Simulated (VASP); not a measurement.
# CdSe (F-43m) in VASP: notebook

CdSe is run at these levels: LDA, r2SCAN, PBE; tasks: single point, relaxation of cell and atoms.

Everything below comes from runs of VASP 6.6.1. Logs are shortened: lines on timing, memory, paths and dates and some standing lists are left out, and cuts for length are marked.

## Step 1: The cell of the first run

It takes space group F-43m (No. 216, cubic). Conventional cell: a = 6.136 Å, b = 6.136 Å, c = 6.136 Å, α = 90.00°, β = 90.00°, γ = 90.00°. Cd (site symmetry -43m) has 4 Se at 2.66 Å within 3.5 Å. Within 3.5 Å of Se (site symmetry -43m) lie 4 Cd at 2.66 Å.

## Step 2: Single point, LDA

The input, INCAR:

```
PREC = Accurate ; ENCUT = 520
EDIFF = 1E-6 ; ISMEAR = 0
SIGMA = 0.01 ; LREAL = F
LASPH = T ; NELM = 100
ALGO = Normal ; ISIF = 2
LWAVE = F ; LCHARG = T
GGA = CA ; LELF = T
LVHAR = T ; NBANDS = 16
```

The input, KPOINTS:

```
Automatic mesh
0
Gamma
  8 8 8
```

The input, POSCAR:

```
CdSe
1.0
    0.0000000000      3.0678016992      3.0678016992
    3.0678016992      0.0000000000      3.0678016992
    3.0678016992      3.0678016992      0.0000000000
Cd Se
1 1
Direct
    0.0000000000      0.0000000000      0.0000000000
    0.7500000000      0.7500000000      0.7500000000
```

Potentials or basis: VASP PAW LDA potentials, release 64 (Cd, Se).

The run is started by

```bash
> cat potpaw_LDA.64/Cd/POTCAR potpaw_LDA.64/Se/POTCAR > POTCAR
> mpirun -np 1 vasp_std > vasp.out
```

OUTCAR:

```text
PREC = Accurate
   ENCUT = 520
   EDIFF = 1E-6
   ISMEAR = 0
   LREAL = F
   LASPH = T
   NELM = 100
   ISIF = 2
   GGA = CA

 ion  position               nearest neighbor table
   1  0.000  0.000  0.000-   2 2.66   2 2.66   2 2.66   2 2.66
   2  0.750  0.750  0.750-   1 2.66   1 2.66   1 2.66   1 2.66

  LATTYP: Found a face centered cubic cell.
 ALAT       =     6.1356033984

  Lattice vectors:

 A1 = (   0.0000000000,   3.0678016992,   3.0678016992)
 A2 = (   3.0678016992,   0.0000000000,   3.0678016992)
 A3 = (   3.0678016992,   3.0678016992,   0.0000000000)

Analysis of symmetry for initial positions (statically):
=====================================================================
 Subroutine PRICEL returns:
 Original cell was already a primitive cell.

 Routine SETGRP: Setting up the symmetry group for a
 face centered cubic supercell.

 Subroutine GETGRP returns: Found 24 space group operations
 (whereof 24 operations were pure point group operations)
 out of a pool of 48 trial point group operations.

The static configuration has the point symmetry T_d .

Analysis of symmetry for dynamics (positions and initial velocities):
=====================================================================
 Subroutine PRICEL returns:
 Original cell was already a primitive cell.

 Routine SETGRP: Setting up the symmetry group for a
 face centered cubic supercell.

 Subroutine GETGRP returns: Found 24 space group operations
 (whereof 24 operations were pure point group operations)
 out of a pool of 48 trial point group operations.

The dynamic configuration has the point symmetry T_d .

 Subroutine INISYM returns: Found 24 space group operations
 (whereof 24 operations are pure point group operations),
 and found     1 'primitive' translations

----------------------------------------------------------------------------------------

                                     Primitive cell

  volume of cell :      57.7447

  direct lattice vectors                    reciprocal lattice vectors
     0.000000000  3.067801699  3.067801699    -0.162983155  0.162983155  0.162983155
     3.067801699  0.000000000  3.067801699     0.162983155 -0.162983155  0.162983155
     3.067801699  3.067801699  0.000000000     0.162983155  0.162983155 -0.162983155

  length of vectors
     4.338526770  4.338526770  4.338526770     0.282295105  0.282295105  0.282295105

  position of ions in fractional coordinates (direct lattice)
     0.000000000  0.000000000  0.000000000
     0.750000000  0.750000000  0.750000000

  ion indices of the primitive-cell ions
   primitive index   ion index
                 1           1
                 2           2

----------------------------------------------------------------------------------------

 KPOINTS: Automatic mesh

Automatic generation of k-mesh.
 Grid dimensions read from file:
 generate k-points for:    8    8    8

 Generating k-lattice:

  Cartesian coordinates                     Fractional coordinates (reciprocal lattice)
    -0.020372894  0.020372894  0.020372894     0.125000000  0.000000000  0.000000000
     0.020372894 -0.020372894  0.020372894     0.000000000  0.125000000  0.000000000
     0.020372894  0.020372894 -0.020372894     0.000000000  0.000000000  0.125000000

  Length of vectors
     0.035286888  0.035286888  0.035286888

  Shift w.r.t. Gamma in fractional coordinates (k-lattice)
     0.000000000  0.000000000  0.000000000

 Subroutine IBZKPT returns following result:
 ===========================================

 Found     29 irreducible k-points:

 Following reciprocal coordinates:
            Coordinates               Weight
  0.000000  0.000000  0.000000      1.000000
  0.125000  0.000000  0.000000      8.000000
  0.250000  0.000000  0.000000      8.000000
  0.375000  0.000000  0.000000      8.000000
  0.500000  0.000000  0.000000      4.000000
  0.125000  0.125000  0.000000      6.000000
[... 16 lines left out ...]
  0.500000  0.250000  0.125000     48.000000
 -0.375000  0.250000  0.125000     24.000000
 [... further k-points ...]
[... 48 lines left out ...]
     16      10.8118      0.00000

 k-point     3 :       0.2500    0.0000    0.0000
  band No.  band energies     occupation
      1     -11.7245      2.00000
      2      -7.2105      2.00000
      3      -7.2105      2.00000
      4      -7.0625      2.00000
      5      -6.9083      2.00000
      6      -6.9083      2.00000
[... 8 lines left out ...]
     15      10.5571      0.00000
     16      10.5571      0.00000

 k-point     4 :       0.3750    0.0000    0.0000
  band No.  band energies     occupation
      1     -11.5973      2.00000
      2      -7.1825      2.00000
      3      -7.1825      2.00000
      4      -6.8965      2.00000
      5      -6.8965      2.00000
      6      -6.8041      2.00000
[... 8 lines left out ...]
     15      11.4092      0.00000
     16      11.4092      0.00000

 k-point     5 :       0.5000    0.0000    0.0000
  band No.  band energies     occupation
      1     -11.5444      2.00000
      2      -7.1736      2.00000
      3      -7.1736      2.00000
      4      -6.8883      2.00000
      5      -6.8883      2.00000
      6      -6.6378      2.00000
[... 8 lines left out ...]
     15      12.5665      0.00000
     16      12.5665      0.00000

 k-point     6 :       0.1250    0.1250    0.0000
  band No.  band energies     occupation
      1     -11.8330      2.00000
      2      -7.2302      2.00000
      3      -7.2302      2.00000
      4      -7.2221      2.00000
      5      -6.9210      2.00000
      6      -6.9021      2.00000
[... 8 lines left out ...]
     15      11.2182      0.00000
     16      11.7649      0.00000
[... 267 lines left out ...]
 k-point    21 :       0.5000    0.5000    0.0000
  band No.  band energies     occupation
      1     -11.4320      2.00000
      2      -7.0813      2.00000
      3      -7.0170      2.00000
      4      -7.0170      2.00000
      5      -6.8549      2.00000
      6      -6.5786      2.00000
[... 8 lines left out ...]
     15      12.9754      0.00000
     16      13.6534      0.00000

 k-point    22 :       0.3750    0.2500    0.1250
  band No.  band energies     occupation
      1     -11.6316      2.00000
      2      -7.1716      2.00000
      3      -7.1535      2.00000
      4      -7.0130      2.00000
      5      -6.9025      2.00000
      6      -6.8671      2.00000
[... 8 lines left out ...]
     15      11.9623      0.00000
     16      12.9904      0.00000

 k-point    23 :       0.5000    0.2500    0.1250
  band No.  band energies     occupation
      1     -11.5306      2.00000
      2      -7.1451      2.00000
      3      -7.1280      2.00000
      4      -6.9534      2.00000
      5      -6.8897      2.00000
      6      -6.6883      2.00000
[... 8 lines left out ...]
     15      12.2158      0.00000
     16      12.9604      0.00000

 k-point    24 :      -0.3750    0.2500    0.1250
  band No.  band energies     occupation
      1     -11.4889      2.00000
      2      -7.1404      2.00000
      3      -7.1165      2.00000
      4      -6.9294      2.00000
      5      -6.8950      2.00000
      6      -6.5556      2.00000
[... 8 lines left out ...]
     15      12.0413      0.00000
     16      12.9911      0.00000

 [... further k-points ...]
[... 5 lines left out ...]
  --------------------------------------------------------------------------------------
  -------------------------------------------------------------------------------------
  Total       -1.0054136     -1.0054136     -1.0054136      0.0000000      0.0000000     -0.0000000
  in kB      -27.8960993    -27.8960993    -27.8960993      0.0000000      0.0000000     -0.0000000
  external PRESSURE =     -27.8960993 kB  Pullay stress =       0.0000000 kB

 VOLUME and BASIS-vectors are now :
 -----------------------------------------------------------------------------
  energy-cutoff  :      520.00
  volume of cell :       57.74
      direct lattice vectors                 reciprocal lattice vectors
     0.000000000  3.067801699  3.067801699    -0.162983155  0.162983155  0.162983155
     3.067801699  0.000000000  3.067801699     0.162983155 -0.162983155  0.162983155
     3.067801699  3.067801699  0.000000000     0.162983155  0.162983155 -0.162983155

 POSITION                                       TOTAL-FORCE (eV/Angst)
 -----------------------------------------------------------------------------------
      0.00000      0.00000      0.00000         0.000000     -0.000000      0.000000
      4.60170      4.60170      4.60170        -0.000000      0.000000     -0.000000
 -----------------------------------------------------------------------------------
    total drift:                                0.000000      0.000000     -0.000000

  FREE ENERGIE OF THE ION-ELECTRON SYSTEM (eV)
  ---------------------------------------------------
  free  energy   TOTEN  =        -6.7340523138 eV

  energy  without entropy=       -6.7340523138  energy(sigma->0) =       -6.73405231
```

It took 30 s on 1 thread of Intel Xeon 8259CL, shared host; peak memory 0.16 GiB.

What came out:

```yaml
Free_energy: -6.7341 eV
Pressure: -2.8 GPa
Band_gap_on_the_k_mesh: 0.31 eV
```

Levels at points of the mesh, in eV from the valence-band top:
```csv
k point,band 5,band 6,band 7,band 8,band 9,band 10,band 11,band 12,band 13,band 14
"(0.00, 0.00, 0.00)",-7.51,-7.51,0.00,0.00,0.00,0.31,5.79,5.79,5.79,9.39
"(0.50, 0.00, 0.00)",-7.49,-7.24,-4.33,-0.73,-0.73,2.16,6.31,6.31,7.12,9.71
"(0.50, 0.50, 0.00)",-7.46,-7.18,-4.05,-1.80,-1.80,2.98,3.58,8.76,9.87,9.87
```

## Step 3: Single point, r2SCAN

POSCAR is that of step 2.

The input, INCAR.step1:

```
SYSTEM = CdSe
PREC = Accurate
ENCUT = 520
ISMEAR = 0
SIGMA = 0.01
LREAL = .False.
LASPH = .True.
NELM = 60
NBANDS = 16
GGA = PE
ALGO = Normal
EDIFF = 1E-4
LWAVE = .True.
LCHARG = .False.
```

The input, INCAR.step2:

```
SYSTEM = CdSe
PREC = Accurate
ENCUT = 520
EDIFF = 1E-6
ISMEAR = 0
SIGMA = 0.01
LREAL = .False.
LASPH = .True.
NELM = 60
ALGO = Normal
ISIF = 2
LWAVE = .False.
LCHARG = .False.
METAGGA = R2SCAN
LMIXTAU = .True.
NBANDS = 16
ISTART = 1
```

The input, KPOINTS:

```
regular mesh
0
Gamma
  8 8 8
  0 0 0
```

Potentials or basis: VASP PAW PBE potentials, release 64 (Cd, Se).

The run is started by

```bash
> cat potpaw_PBE.64/Cd/POTCAR potpaw_PBE.64/Se/POTCAR > POTCAR
> cp INCAR.step1 INCAR
> mpirun -np 1 vasp_std > vasp.out
> cp INCAR.step2 INCAR
> mpirun -np 1 vasp_std > vasp.out
```

Run time: 2.3 min. Hardware: 1 thread of Intel Xeon 8259CL, shared host; peak memory 0.19 GiB.

The run converged. Its results:

| Quantity | Value |
| --- | --- |
| Free energy | -35.9158 eV |
| Pressure | 0.2 GPa |
| Band gap on the k mesh | 1.03 eV |

Levels at points of the mesh, in eV from the valence-band top:
| k point | band 7 | band 8 | band 9 | band 10 | band 11 | band 12 |
| --- | --- | --- | --- | --- | --- | --- |
| (0.00, 0.00, 0.00) | 0.00 | 0.00 | 0.00 | 1.03 | 6.47 | 6.47 |
| (0.50, 0.00, 0.00) | -4.27 | -0.72 | -0.72 | 2.83 | 6.92 | 6.92 |
| (0.50, 0.50, 0.00) | -3.97 | -1.80 | -1.80 | 3.50 | 4.13 | 9.56 |

Caveat: the PAW data sets were made with another functional, which shifts forces and pressure a little.

## Step 4: Relaxation of cell and atoms, LDA

This run uses another cell than the first one, of 29.75 Å³/atom.

The input, INCAR:

```
SYSTEM = CdSe
ALGO     = Normal         ! electronic algorithm
EDIFF    = 1E-6           ! SCF threshold, eV
EDIFFG   = -0.005         ! ionic threshold
ENCUT    = 600            ! plane-wave cutoff, eV
IBRION   = 2              ! ionic algorithm
ISIF     = 3              ! what is computed and relaxed
ISMEAR   = -1             ! smearing method
LASPH    = .TRUE.         ! aspherical terms in the spheres
LCHARG   = .FALSE.        ! write CHGCAR
LREAL    = .FALSE.        ! projectors in reciprocal space
LWAVE    = .FALSE.        ! write WAVECAR
NELM     = 80             ! most SCF steps
NSW      = 80             ! ionic steps
PREC     = Accurate       ! precision mode
SIGMA    = 0.02           ! smearing width, eV
```

The input, KPOINTS:

```
k-points
0
G
  6 6 6
  0 0 0
```

The input, POSCAR:

```
CdSe
1.0
    0.0000000000      3.0986163506      3.0986163506
    3.0986163506      0.0000000000      3.0986163506
    3.0986163506      3.0986163506      0.0000000000
Cd Se
1 1
Direct
    0.0000000000      0.0000000000      0.0000000000
    0.7500000000      0.7500000000      0.7500000000
```

Potentials or basis: VASP PAW LDA potentials, release 64 (Cd, Se).

The run is started by

```bash
> cat potpaw_LDA.64/Cd/POTCAR potpaw_LDA.64/Se/POTCAR > POTCAR
> mpirun -np 1 vasp_std > vasp.out
```

It took 57 s on 1 thread of Intel Xeon 8259CL, shared host; peak memory 0.19 GiB.

Results (log left out):

```
Free energy                           : -6.7582 eV
Relaxed volume                        : 27.31 Å³/atom
Relaxed cell                          : a = 4.259 Å, b = 4.259 Å, c = 4.259 Å, α = 60.00°, β = 60.00°, γ = 60.00°
Space group after relaxing (to 0.1 Å) : F-43m (No. 216)
Energy gained by relaxing             : 33.3 meV/atom
Ionic steps                           : 3
Pressure after relaxing               : 0.0 GPa
Band gap on the k mesh                : 0.42 eV
```

The path:
| step | energy change (eV) | largest force (eV/Å) | pressure (GPa) | volume (Å³) |
| --- | --- | --- | --- | --- |
| 1 | 0.0000 | 0.0000 | -4.04 | 59.50 |
| 2 | -0.0603 | 0.0000 | 1.56 | 53.28 |
| 3 | -0.0667 | 0.0000 | -0.02 | 54.63 |

Final structure:
```
Cd Se
1.0
     0.00000    3.01159    3.01159
     3.01159    0.00000    3.01159
     3.01159    3.01159    0.00000
Cd Se
1 1
Direct
  0.00000 0.00000 0.00000
  0.75000 0.75000 0.75000
```

Levels at points of the mesh, in eV from the valence-band top:
```
           k point  band 7  band 8  band 9  band 10  band 11  band 12
(0.00, 0.00, 0.00)    0.00    0.00    0.00     0.42     5.79     5.79
(0.50, 0.00, 0.00)   -4.66   -0.81   -0.81     2.23     6.32     6.32
(0.50, 0.50, 0.00)   -4.30   -1.99   -1.99     2.88     3.63     9.02
```

## Step 5: Relaxation of cell and atoms, r2SCAN

This run uses another cell than the first one, of 29.75 Å³/atom.

POSCAR is that of step 4.

The input, INCAR.step1:

```
SYSTEM = CdSe
PREC = Accurate
ENCUT = 600
ISMEAR = -1
SIGMA = 0.02
LREAL = .FALSE.
LASPH = .TRUE.
NELM = 100
GGA = PE
ALGO = Normal
EDIFF = 1E-4
LWAVE = .TRUE.
LCHARG = .FALSE.
```

The input, INCAR.step2:

```
SYSTEM = CdSe
PREC = Accurate
ENCUT = 600
EDIFF = 1E-6
ISMEAR = -1
SIGMA = 0.02
LREAL = .FALSE.
LASPH = .TRUE.
NELM = 100
ALGO = Normal
ISIF = 3
LWAVE = .FALSE.
LCHARG = .FALSE.
METAGGA = R2SCAN
LMIXTAU = .TRUE.
IBRION = 2
NSW = 80
EDIFFG = -0.005
ISTART = 1
```

The input, KPOINTS:

```
regular mesh
0
G
  6 6 6
  0 0 0
```

Potentials or basis: VASP PAW PBE potentials, release 64 (Cd, Se).

The run is started by

```bash
> cat potpaw_PBE.64/Cd/POTCAR potpaw_PBE.64/Se/POTCAR > POTCAR
> cp INCAR.step1 INCAR
> mpirun -np 1 vasp_std > vasp.out
> cp INCAR.step2 INCAR
> mpirun -np 1 vasp_std > vasp.out
```

It took 5.2 min on 1 thread of Intel Xeon 8259CL, shared host; peak memory 0.23 GiB.

It converged, with:

```yaml
Free_energy: -35.9142 eV
Relaxed_volume: 28.95 Å³/atom
Relaxed_cell: a = 4.342 Å, b = 4.342 Å, c = 4.342 Å, α = 60.00°, β = 60.00°, γ = 60.00°
Space_group_after_relaxing_to_0.1_Å: F-43m (No. 216)
Energy_gained_by_relaxing: 3.4 meV/atom
Ionic_steps: 3
Pressure_after_relaxing: 0.0 GPa
Band_gap_on_the_k_mesh: 1.02 eV
```

Step by step:
```csv
step,energy change (eV),largest force (eV/Å),pressure (GPa),volume (Å³)
1,0.0000,0.0000,-1.32,59.50
2,-0.0061,0.0000,0.45,57.42
3,-0.0068,0.0000,0.00,57.90
```

Final structure:
```
CELL_PARAMETERS angstrom
0.00000 3.07058 3.07058
3.07058 0.00000 3.07058
3.07058 3.07058 0.00000
ATOMIC_POSITIONS crystal
Cd 0.00000 0.00000 0.00000
Se 0.75000 0.75000 0.75000
```

Levels at points of the mesh, in eV from the valence-band top:
| k point | band 6 | band 7 | band 8 | band 9 | band 10 | band 11 | band 12 | band 13 |
| --- | --- | --- | --- | --- | --- | --- | --- | --- |
| (0.00, 0.00, 0.00) | -7.71 | 0.00 | 0.00 | 0.00 | 1.02 | 6.47 | 6.47 | 6.47 |
| (0.50, 0.00, 0.00) | -7.43 | -4.26 | -0.72 | -0.72 | 2.82 | 6.92 | 6.92 | 7.73 |
| (0.50, 0.50, 0.00) | -7.36 | -3.95 | -1.79 | -1.79 | 3.50 | 4.12 | 9.55 | 10.78 |

Caveat: the PAW data sets were made with another functional, which shifts forces and pressure a little.

## Step 6: Single point, PBE, non-collinear spin, zero start, spin-orbit coupling

The input, INCAR:

```
SYSTEM = CdSe
ALGO = Normal
EDIFF = 1E-7
ENCUT = 520
GGA = PE
GGA_COMPAT = .FALSE.
ISIF = 2
ISMEAR = -1
LASPH = .TRUE.
LCHARG = .FALSE.
LORBIT = 11
LORBMOM = .TRUE.
LREAL = .FALSE.
LSORBIT = .TRUE.
LWAVE = .FALSE.
MAGMOM = 0 0 0 0 0 0
NBANDS = 30
NELM = 150
PREC = Accurate
SIGMA = 0.02
```

The input, KPOINTS:

```
k-points
0
G
  8 8 8
  0 0 0
```

The input, POSCAR:

```
CdSe
1.0
    0.0000000000      3.0678016992      3.0678016992
    3.0678016992      0.0000000000      3.0678016992
    3.0678016992      3.0678016992      0.0000000000
Cd Se
1 1
Direct
    0.0000000000      0.0000000000      0.0000000000
    0.7500000000      0.7500000000      0.7500000000
```

Potentials or basis: VASP PAW PBE potentials, release 64 (Cd, Se).

The run is started by

```bash
> cat potpaw_PBE.64/Cd/POTCAR potpaw_PBE.64/Se/POTCAR > POTCAR
> mpirun -np 1 vasp_ncl > vasp.out
```

Wall time 4 min (1 thread of Intel Xeon 8259CL, shared host); peak memory 0.37 GiB.

The run converged. Its results:

| Item | Value |
| --- | --- |
| Free energy | -5.5377 eV |
| Pressure | 1.7 GPa |
| Net moment | 0.00 μB per cell |
| Valence electrons inside the program's atomic spheres | Cd 10.30; Se 3.85 |

Moments on the atoms (μB; x, y, z):
```
Cd  0.00 0.00 0.00
Se  0.00 0.00 0.00
```

## Step 7: Summary

| task | level | potentials or basis | spin | cell | k mesh | cutoff (eV) | smearing | gap on the mesh (eV) | pressure (GPa) | relaxed volume (Å³/atom) |
| --- | --- | --- | --- | --- | --- | --- | --- | --- | --- | --- |
| single point | LDA | VASP PAW LDA potentials, release 64 (Cd, Se) | off | a = 4.339 Å, angles 60.0°, 2 atoms | 8 × 8 × 8 | 520 | gaussian 0.01 eV | 0.31 | -2.8 | - |
| single point | r2SCAN | VASP PAW PBE potentials, release 64 (Cd, Se) | off | a = 4.339 Å, angles 60.0°, 2 atoms | 8 × 8 × 8 | 520 | gaussian 0.01 eV | 1.03 | 0.2 | - |
| relaxation of cell and atoms | LDA | VASP PAW LDA potentials, release 64 (Cd, Se) | off | relaxed from a = 4.382 Å, angles 60.0°, 2 atoms | 6 × 6 × 6 | 600 | fermi-dirac 0.02 eV | 0.42 | 0.0 | 27.31 |
| relaxation of cell and atoms | r2SCAN | VASP PAW PBE potentials, release 64 (Cd, Se) | off | relaxed from a = 4.382 Å, angles 60.0°, 2 atoms | 6 × 6 × 6 | 600 | fermi-dirac 0.02 eV | 1.02 | 0.0 | 28.95 |
| single point | PBE | VASP PAW PBE potentials, release 64 (Cd, Se) | non-collinear, zero start, SOC | a = 4.339 Å, angles 60.0°, 2 atoms | 8 × 8 × 8 | 520 | fermi-dirac 0.02 eV | - | 1.7 | - |

Caveats: the PAW data sets were made with another functional, which shifts forces and pressure a little (at least some runs).

Absolute energies hang on the potentials; compare differences alone.
